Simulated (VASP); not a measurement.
# PbS in VASP: a series of runs

The runs below take PbS through single point, with PBEsol.

All numbers are computed with VASP 6.6.1; they aren't measurements. Logs are shortened: lines on timing, memory, paths and dates and some standing lists are left out, and cuts for length are marked.

## 1. The cell of the first run

It takes space group Cm (No. 8, monoclinic). The conventional cell has a = 7.084 Å, b = 4.184 Å, c = 4.147 Å, α = 90.00°, β = 123.75°, γ = 90.00°. Pb (site symmetry m) has 6 S at 2.90 to 2.99 Å within 3.8 Å. Within 3.8 Å of S (site symmetry m) lie 6 Pb at 2.90 to 2.99 Å.

## 2. Single point, PBEsol (strained and its atoms moved)

INCAR reads:

```
SYSTEM = PbS
PREC = Accurate ; ENCUT = 520
EDIFF = 1E-6 ; ISMEAR = 0
SIGMA = 0.02 ; LREAL = .False.
LASPH = .True. ; NELM = 80
ALGO = Normal ; ISIF = 2
LWAVE = .False. ; LCHARG = .True.
GGA = PS ; LELF = .True.
LVHAR = .True. ; NBANDS = 17
```

KPOINTS reads:

```
regular mesh
0
Gamma
  9 9 9
  0 0 0
```

POSCAR reads:

```
PbS
1.0
    2.0918942412      1.2089450725      3.3291387101
   -2.0918942412      1.2089450725      3.3291387101
    0.0000000000     -2.4547566107      3.3421655953
Pb S
1 1
Direct
    0.9813922411      0.9813922411      0.9727381899
    0.4742090889      0.4742090889      0.4828631401
```

Potentials or basis: VASP PAW PBE potentials, release 64 (Pb_d, S).

Command:

```console
$ cat potpaw_PBE.64/Pb_d/POTCAR potpaw_PBE.64/S/POTCAR > POTCAR
$ mpirun -np 1 vasp_std > vasp.out
```

OUTCAR:

```text
SYSTEM = PbS
   PREC = Accurate
   ENCUT = 520
   EDIFF = 1E-6
   ISMEAR = 0
   LREAL = .False.
   LASPH = .True.
   NELM = 80
   ISIF = 2
   GGA = PS

 ion  position               nearest neighbor table
   1  0.981  0.981  0.973-   2 2.90   2 2.94   2 2.94   2 2.96   2 2.96   2 2.99
   2  0.474  0.474  0.483-   1 2.90   1 2.94   1 2.94   1 2.96   1 2.96   1 2.99

  LATTYP: Found a base centered monoclinic cell.
 ALAT       =     7.0837031952
 B/A-ratio  =     0.5906216519
 C/A-ratio  =     0.5853991810
 COS(beta)  =    -0.5555037869

  Lattice vectors:

 A1 = (  -2.0918942412,  -1.2089450725,  -3.3291387101)
 A2 = (   2.0918942412,  -1.2089450725,  -3.3291387101)
 A3 = (   0.0000000000,  -2.4547566107,   3.3421655953)

Analysis of symmetry for initial positions (statically):
=====================================================================
 Subroutine PRICEL returns:
 Original cell was already a primitive cell.

 Routine SETGRP: Setting up the symmetry group for a
 base centered monoclinic supercell.

 Subroutine GETGRP returns: Found  2 space group operations
 (whereof  2 operations were pure point group operations)
 out of a pool of  4 trial point group operations.

The static configuration has the point symmetry C_1h.

Analysis of symmetry for dynamics (positions and initial velocities):
=====================================================================
 Subroutine PRICEL returns:
 Original cell was already a primitive cell.

 Routine SETGRP: Setting up the symmetry group for a
 base centered monoclinic supercell.

 Subroutine GETGRP returns: Found  2 space group operations
 (whereof  2 operations were pure point group operations)
 out of a pool of  4 trial point group operations.

The dynamic configuration has the point symmetry C_1h.

 Subroutine INISYM returns: Found  2 space group operations
 (whereof  2 operations are pure point group operations),
 and found     1 'primitive' translations

----------------------------------------------------------------------------------------

                                     Primitive cell

  volume of cell :      51.0954

  direct lattice vectors                    reciprocal lattice vectors
     2.091894241  1.208945072  3.329138710     0.239017819  0.136831338  0.100499996
    -2.091894241  1.208945072  3.329138710    -0.239017819  0.136831338  0.100499996
     0.000000000 -2.454756611  3.342165595     0.000000000 -0.272596010  0.098990649

  length of vectors
     4.113482011  4.113482011  4.146794049     0.293176708  0.293176708  0.290013333

  position of ions in fractional coordinates (direct lattice)
     0.981392241  0.981392241  0.972738190
     0.474209089  0.474209089  0.482863140

  ion indices of the primitive-cell ions
   primitive index   ion index
                 1           1
                 2           2

----------------------------------------------------------------------------------------

 KPOINTS: regular mesh

Automatic generation of k-mesh.
 Grid dimensions read from file:
 generate k-points for:    9    9    9

 Generating k-lattice:

  Cartesian coordinates                     Fractional coordinates (reciprocal lattice)
     0.026557535  0.015203482  0.011166666     0.111111111  0.000000000 -0.000000000
    -0.026557535  0.015203482  0.011166666     0.000000000  0.111111111 -0.000000000
     0.000000000 -0.030288446  0.010998961     0.000000000  0.000000000  0.111111111

  Length of vectors
     0.032575190  0.032575190  0.032223704

  Shift w.r.t. Gamma in fractional coordinates (k-lattice)
     0.000000000  0.000000000  0.000000000

 Subroutine IBZKPT returns following result:
 ===========================================

 Found    205 irreducible k-points:

 Following reciprocal coordinates:
            Coordinates               Weight
  0.000000  0.000000  0.000000      1.000000
  0.111111  0.000000  0.000000      4.000000
  0.222222  0.000000  0.000000      4.000000
  0.333333  0.000000  0.000000      4.000000
  0.444444  0.000000  0.000000      4.000000
  0.111111  0.111111  0.000000      2.000000
[... 16 lines left out ...]
 -0.333333  0.333333  0.000000      2.000000
  0.444444  0.444444  0.000000      2.000000
 [... further k-points ...]
   k-points           NKPTS =    205   k-points in BZ     NKDIM =    205   number of bands    NBANDS=     17
   number of dos      NEDOS =    301   number of ions     NIONS =      2
   total plane-waves  NPLWV =  32768
   dimension x,y,z NGX =    32 NGY =   32 NGZ =   32
   dimension x,y,z NGXF=    64 NGYF=   64 NGZF=   64
   ions per type =               1   1
   NGX,Y,Z   is equivalent  to a cutoff of  12.93, 12.93, 12.83 a.u.
   NGXF,Y,Z  is equivalent  to a cutoff of  25.87, 25.87, 25.66 a.u.
 SYSTEM =  PbS
   PREC   = accura    normal or accurate (medium, high low for compatibility)
   ISTART =      0    job   : 0-new  1-cont  2-samecut
   ICHARG =      2    charge: 1-file 2-atom 10-const
   ISPIN  =      1    spin polarized calculation?
   LNONCOLLINEAR =      F non collinear calculations
   LSORBIT =      F    spin-orbit coupling
   LASPH  =      T    aspherical Exc in radial PAW
   ENCUT  =  520.0 eV  38.22 Ry    6.18 a.u.   7.65  7.65  7.71*2*pi/ulx,y,z
   NELM   =     80;   NELMIN=  2; NELMDL= -5     # of ELM steps
   EDIFF  = 0.1E-05   stopping-criterion for ELM
   LREAL  =      F    real-space projection
   EDIFFG = 0.1E-04   stopping-criterion for IOM
   NSW    =      0    number of steps for IOM
   IBRION =     -1    ionic relax: 0-MD 1-quasi-New 2-CG
   NFREE  =      0    steps in history (QN), initial steepest desc. (CG)
   ISIF   =      2    stress and relaxation
   ISYM   =      2    0-nonsym 1-usesym 2-fastsym
   POTIM  = 0.5000    time-step for ionic-motion
   TEBEG  =    0.0;   TEEND  =   0.0 temperature during run
   PSTRESS=    0.0 pullay stress
   NELECT =      20.0000    total number of electrons
   NUPDOWN=      -1.0000    fix difference up-down
   EMIN   =  10.00;   EMAX   =-10.00  energy-range for DOS
   EFERMI =   0.00;   METHOD = LEGACY
   ISMEAR =     0;   SIGMA  =   0.02  broadening in eV -4-tet -1-fermi 0-gaus
   EFERMI_NEDOS =   21; number of points for ismear=-14 and -15
   IALGO  =     38    algorithm
   IMIX   =      4    mixing-type and parameters
     AMIX     =   0.40;   BMIX     =  1.00
     AMIX_MAG =   1.60;   BMIX_MAG =  1.00
  volume/ion in A,a.u.               =      25.55       172.40
  Fermi-wavevector in a.u.,A,eV,Ry     =   1.197542  2.263026 19.512211  1.434107
  Thomas-Fermi vector in A             =   2.333454
   LORBIT       =      0    0 simple, 1 ext, 2 COOP (PROOUT), +10 PAW based schemes
   GGA     = PS    functional components
   LHFCALC =     F    Hartree Fock is set to
   AEXX    =    0.0000 exact exchange contribution
   IVDW    =     0    specifies the selected vdW correction
   LEPSILON=     F    determine dielectric tensor
   LRPA    =     F    only Hartree local field effects (RPA)
 non-spin polarized calculation
 Gauss-broadening in eV      SIGMA  =   0.02
  energy-cutoff  :      520.00
  volume of cell :       51.10
 maximum number of plane-waves:      1390
   NGX = 15   NGY = 15   NGZ = 15

 number of electron      20.0000001 magnetization

 Free energy of the ion-electron system (eV)
  ---------------------------------------------------
  ext. energy  EPLUGINS =         0.00000000
  ---------------------------------------------------
  free energy    TOTEN  =        -9.45263014 eV

  energy without entropy =       -9.45263014  energy(sigma->0) =       -9.45263014

 E-fermi :   5.9184     XC(G=0):  -9.9858

 val. band max:        5.8225642022   @ k =   0.0000   0.0000   0.4444
 cond. band min:       6.2901909809   @ k =   0.4444   0.4444   0.4444
 fundamental gap:      0.4676267787
 Fermi energy:         5.9183560302

 k-point     1 :       0.0000    0.0000    0.0000
  band No.  band energies     occupation
      1     -10.8217      2.00000
      2     -10.8190      2.00000
      3     -10.8171      2.00000
      4     -10.8017      2.00000
      5     -10.7991      2.00000
      6      -7.8309      2.00000
[... 9 lines left out ...]
     16      12.8489      0.00000
     17      14.3706      0.00000

 k-point     2 :       0.1111    0.0000    0.0000
  band No.  band energies     occupation
      1     -10.8222      2.00000
      2     -10.8174      2.00000
      3     -10.8134      2.00000
      4     -10.8027      2.00000
      5     -10.7985      2.00000
      6      -7.7208      2.00000
[... 9 lines left out ...]
     16      13.1045      0.00000
     17      15.4015      0.00000

 k-point     3 :       0.2222    0.0000    0.0000
  band No.  band energies     occupation
      1     -10.8291      2.00000
      2     -10.8210      2.00000
      3     -10.8094      2.00000
      4     -10.7960      2.00000
      5     -10.7881      2.00000
      6      -7.4077      2.00000
[... 9 lines left out ...]
     16      13.8135      0.00000
     17      17.2480      0.00000

 k-point     4 :       0.3333    0.0000    0.0000
  band No.  band energies     occupation
      1     -10.8401      2.00000
      2     -10.8288      2.00000
      3     -10.8114      2.00000
      4     -10.7784      2.00000
      5     -10.7734      2.00000
      6      -6.9622      2.00000
[... 9 lines left out ...]
     16      14.8596      0.00000
     17      18.1482      0.00000
[... 343 lines left out ...]
      1     -10.9384      2.00000
      2     -10.8259      2.00000
      3     -10.7942      2.00000
      4     -10.7644      2.00000
      5     -10.7567      2.00000
      6      -6.0884      2.00000
[... 9 lines left out ...]
     16      16.9863      0.00000
     17      18.3154      0.00000

 k-point    23 :      -0.3333    0.3333    0.0000
  band No.  band energies     occupation
      1     -10.9100      2.00000
      2     -10.8080      2.00000
      3     -10.8064      2.00000
      4     -10.7780      2.00000
      5     -10.7648      2.00000
      6      -6.1325      2.00000
[... 9 lines left out ...]
     16      16.1739      0.00000
     17      17.8489      0.00000

 k-point    24 :       0.4444    0.4444    0.0000
  band No.  band energies     occupation
      1     -10.9743      2.00000
      2     -10.8451      2.00000
      3     -10.7761      2.00000
      4     -10.7516      2.00000
      5     -10.7494      2.00000
      6      -6.1072      2.00000
[... 9 lines left out ...]
     16      17.9887      0.00000
     17      18.2320      0.00000

 [... further k-points ...]

------------------------ aborting loop because EDIFF is reached ----------------------------------------

  FORCE on cell =-STRESS in cart. coord.  units (eV):
  Direction    XX          YY          ZZ          XY          YZ          ZX
  --------------------------------------------------------------------------------------
  -------------------------------------------------------------------------------------
  Total        0.0461674     -0.0899611      0.3354382      0.0000000      0.0532044      0.0000000
  in kB        1.4476500     -2.8208720     10.5181907      0.0000000      1.6683075      0.0000000
  external PRESSURE =       3.0483229 kB  Pullay stress =       0.0000000 kB

 VOLUME and BASIS-vectors are now :
 -----------------------------------------------------------------------------
  energy-cutoff  :      520.00
  volume of cell :       51.10
      direct lattice vectors                 reciprocal lattice vectors
     2.091894241  1.208945072  3.329138710     0.239017819  0.136831338  0.100499996
    -2.091894241  1.208945072  3.329138710    -0.239017819  0.136831338  0.100499996
     0.000000000 -2.454756611  3.342165595     0.000000000 -0.272596010  0.098990649

 POSITION                                       TOTAL-FORCE (eV/Angst)
 -----------------------------------------------------------------------------------
      0.00000     -0.01494      9.78543         0.000000     -0.020894     -0.011752
      0.00000     -0.03873      4.77122         0.000000      0.020894      0.011752
 -----------------------------------------------------------------------------------
    total drift:                                0.000000     -0.000425     -0.000155

  FREE ENERGIE OF THE ION-ELECTRON SYSTEM (eV)
  ---------------------------------------------------
  free  energy   TOTEN  =        -9.4526301354 eV

  energy  without entropy=       -9.4526301354  energy(sigma->0) =       -9.45263014
```

Run time: 1.9 min. Hardware: 1 thread of Intel Xeon 8259CL, shared host; peak memory 0.3 GiB.

Results:

| Quantity | Value |
| --- | --- |
| Free energy | -9.4526 eV |
| Pressure | 0.3 GPa |
| Largest force | 0.024 eV/Å |
| Band gap on the k mesh | 0.47 eV (least direct gap 0.66 eV) |

Forces in eV/Å, atoms in the order of the input:
```
Pb   0.000 -0.021 -0.012
S    0.000  0.021  0.012
```

Caveat: the cell differs from its parent crystal (strained and its atoms moved); the PAW data sets were made with another functional, which shifts forces and pressure a little; spin-orbit coupling is left out, which moves the levels of the heavy elements. A k mesh can miss the band edges.

## 3. Single point, PBEsol (atoms moved at random and the cell strained at random)

INCAR reads:

```
SYSTEM = PbS
ALGO = Normal
EDIFF = 1E-6
ENCUT = 520
GGA = PS
ISIF = 2
ISMEAR = 0
LASPH = .TRUE.
LCHARG = .FALSE.
LREAL = .FALSE.
LWAVE = .FALSE.
NBANDS = 17
NELM = 80
PREC = Accurate
SIGMA = 0.02
```

KPOINTS reads:

```
k-points
0
G
  9 9 9
  0 0 0
```

POSCAR reads:

```
PbS
1.0
    2.1343179896      1.2204294497      3.4583958898
   -2.1399769203      1.2231759099      3.4608888306
   -0.0004509610     -2.4738441461      3.4703273334
Pb S
1 1
Direct
    0.9662924361      0.9818983421      0.9794940550
    0.4893088939      0.4737029879      0.4761072750
```

Potentials or basis: VASP PAW PBE potentials, release 64 (Pb_d, S).

Command:

```console
$ cat potpaw_PBE.64/Pb_d/POTCAR potpaw_PBE.64/S/POTCAR > POTCAR
$ mpirun -np 1 vasp_std > vasp.out
```

OUTCAR:

```text
SYSTEM = PbS
   EDIFF = 1E-6
   ENCUT = 520
   GGA = PS
   ISIF = 2
   ISMEAR = 0
   LASPH = .TRUE.
   LREAL = .FALSE.
   NELM = 80
   PREC = Accurate

 ion  position               nearest neighbor table
   1  0.966  0.982  0.979-   2 2.96   2 2.96   2 2.98   2 3.05   2 3.05   2 3.08
   2  0.489  0.474  0.476-   1 2.96   1 2.96   1 2.98   1 3.05   1 3.05   1 3.08

  LATTYP: Found a triclinic cell.
 ALAT       =     7.3612064272
 B/A-ratio  =     0.5789562062
 C/A-ratio  =     0.5806516312
 COS(alpha) =     0.0002077564
 COS(beta)  =     0.2912112354
 COS(gamma) =     0.8653709881

  Lattice vectors:

 A1 = (   2.1404278813,   1.2506682362,  -6.9312161640)
 A2 = (   0.0004509610,   2.4738441461,  -3.4703273334)
 A3 = (   4.2742949099,  -0.0027464602,  -0.0024929408)

Analysis of symmetry for initial positions (statically):
=====================================================================
 Subroutine PRICEL returns:
 Original cell was already a primitive cell.

 Routine SETGRP: Setting up the symmetry group for a
 triclinic supercell.

[... 163 lines left out ...]

  energy without entropy =       -9.42234254  energy(sigma->0) =       -9.42234254

 E-fermi :   5.0571     XC(G=0):  -9.6661

 val. band max:        4.8857358713   @ k =  -0.0000  -0.0000   0.4444
 cond. band min:       5.6382781867   @ k =   0.4444   0.4444   0.4444
 fundamental gap:      0.7525423153
 Fermi energy:         5.0571160117

 k-point     1 :       0.0000    0.0000    0.0000
  band No.  band energies     occupation
      1     -11.5904      2.00000
      2     -11.5889      2.00000
      3     -11.5885      2.00000
      4     -11.5765      2.00000
      5     -11.5734      2.00000
      6      -8.1149      2.00000
[... 457 lines left out ...]
      4     -11.5577      2.00000
      5     -11.5554      2.00000
      6      -7.3446      2.00000
[... 9 lines left out ...]
     16      13.8604      0.00000
     17      16.9372      0.00000

 [... further k-points ...]

------------------------ aborting loop because EDIFF is reached ----------------------------------------

  FORCE on cell =-STRESS in cart. coord.  units (eV):
  Direction    XX          YY          ZZ          XY          YZ          ZX
  --------------------------------------------------------------------------------------
  -------------------------------------------------------------------------------------
  Total       -1.1650504     -1.0977652     -1.0407160      0.0123906      0.0899856      0.0277289
  in kB      -34.1213540    -32.1507424    -30.4799154      0.3628902      2.6354493      0.8121083
  external PRESSURE =     -32.2506706 kB  Pullay stress =       0.0000000 kB

 VOLUME and BASIS-vectors are now :
 -----------------------------------------------------------------------------
  energy-cutoff  :      520.00
  volume of cell :       54.71
      direct lattice vectors                 reciprocal lattice vectors
     2.134317990  1.220429450  3.458395890     0.234100374  0.135724801  0.096782678
    -2.139976920  1.223175910  3.460888831    -0.233813413  0.135422855  0.096506630
    -0.000450961 -2.473844146  3.470327333    -0.000118012 -0.270312697  0.095463175

 POSITION                                       TOTAL-FORCE (eV/Angst)
 -----------------------------------------------------------------------------------
     -0.03931     -0.04279     10.13923        -0.003269      0.002309      0.003493
      0.03041     -0.00123      4.98391         0.003269     -0.002309     -0.003493
 -----------------------------------------------------------------------------------
    total drift:                                0.000544      0.000192      0.000335

  FREE ENERGIE OF THE ION-ELECTRON SYSTEM (eV)
  ---------------------------------------------------
  free  energy   TOTEN  =        -9.4223425391 eV

  energy  without entropy=       -9.4223425391  energy(sigma->0) =       -9.42234254
```

stdout:

```text
POSCAR found type information on POSCAR PbS
 POSCAR found :  2 types and       2 ions
 scaLAPACK will be used
 -----------------------------------------------------------------------------
|                                                                             |
|                                                                             |
|     You enforced a specific xc type in the INCAR file but a different       |
|     I HOPE YOU KNOW WHAT YOU ARE DOING!                                     |
|                                                                             |
 -----------------------------------------------------------------------------

 LDA part: xc-table for (Slater+PW92), standard interpolation
 POSCAR, INCAR and KPOINTS ok, starting setup
 FFT: planning ... GRIDC
 FFT: planning ... GRID_SOFT
 FFT: planning ... GRID
 WAVECAR not read
 entering main loop
```

Run time: 2.7 min. Hardware: 1 thread of Intel Xeon 8259CL, shared host; peak memory 0.43 GiB.

What came out:

```
Free energy            : -9.4223 eV
Pressure               : -3.2 GPa
Largest force          : 0.005 eV/Å
Band gap on the k mesh : 0.75 eV (least direct gap 0.80 eV)
```

Forces on the atoms (eV/Å):
```
Pb  -0.003  0.002  0.003
S    0.003 -0.002 -0.003
```

Stress tensor (GPa, compression positive):
```
-3.41  0.04  0.08
 0.04 -3.22  0.26
 0.08  0.26 -3.05
```

Caveat: the cell differs from its parent crystal (atoms moved at random and the cell strained at random); the cell stands under tension; the PAW data sets were made with another functional, which shifts forces and pressure a little; spin-orbit coupling is left out, which moves the levels of the heavy elements. A k mesh can miss the band edges.
